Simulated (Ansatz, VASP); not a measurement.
# BaTiO3: VASP beside Ansatz

Contents of INCAR:

```
SYSTEM = BaTiO3
PREC = Accurate ; ENCUT = 520
EDIFF = 1E-7 ; ISMEAR = 0
SIGMA = 0.05 ; LREAL = .FALSE.
LASPH = .TRUE. ; NELM = 80
ALGO = Normal ; ISIF = 2
LWAVE = .FALSE. ; LCHARG = .FALSE.
GGA = PE ; NBANDS = 28
```

Contents of KPOINTS:

```
Automatic mesh
0
G
  8 8 8
  0 0 0
```

POSCAR

```
BaTiO3
1.0
    4.0192318613      0.0000000000      0.0000000000
    0.0000000000      4.0192318613      0.0000000000
    0.0000000000      0.0000000000      4.0192813205
Ba Ti O
1 1 3
Direct
    0.0000000000      0.0000000000      0.0000000000
    0.4751196240      0.5000000000      0.5000000000
    0.5000000000      0.5000000000      0.0000000000
    0.5000000000      0.0000000000      0.5000000000
    0.0000000000      0.5000000000      0.5000000000
```

Input for Ansatz:

```yaml
crystal:
  lattice:
    - [4.0192318613, 0.0, 0.0]
    - [0.0, 4.0192318613, 0.0]
    - [0.0, 0.0, 4.0192813205]
  atoms:
    - { symbol: Ba, position: [0.0, 0.0, 0.0] }
    - { symbol: Ti, position: [0.475119624, 0.5, 0.5] }
    - { symbol: O, position: [0.5, 0.5, 0.0] }
    - { symbol: O, position: [0.5, 0.0, 0.5] }
    - { symbol: O, position: [0.0, 0.5, 0.5] }
basis:
  ecutwfc: 420
kpoints:
  mp_grid: { grid: [8, 8, 8] }
hamiltonian:
  xc: pbe
scf:
  occupations: { method: gaussian, width: 0.05 }
output:
  forces: true
  stress: true
  eigenvalues: true
```

Alike in both runs: task single point; functional PBE; k mesh 8 × 8 × 8; occupations gaussian, width 0.05 eV; no spin polarisation.

|  | VASP | Ansatz |
| --- | --- | --- |
| version | VASP 6.6.1 | Ansatz 0.2.0 |
| potentials or method | VASP PAW PBE potentials, release 64 (Ba_sv, Ti_sv, O), cutoff 520 eV | scalar-relativistic, plane waves, PAW |
| valence electrons in the cell | 40 | 40 |

VASP gave:

* gap on the k mesh at the Fermi level (eV): 1.73
* least direct gap on the mesh (eV): 2.00
* pressure (GPa): 2.2
* traceless stress, the component that is largest in VASP (GPa): 0.73
* rms of the force components (eV/Å): 0.146

Question: Estimate Ansatz's values.

Answer: gap on the k mesh at the Fermi level (eV): 1.79; least direct gap on the mesh (eV): 2.03; pressure (GPa): 0.5; traceless stress, the component that is largest in VASP (GPa): 0.70; rms of the force components (eV/Å): 0.151.

Atom by atom the forces differ by 0.013 eV/Å (rms over components). Ansatz's warnings: near symmetry operations not taken.

Neither program's run includes spin-orbit coupling.
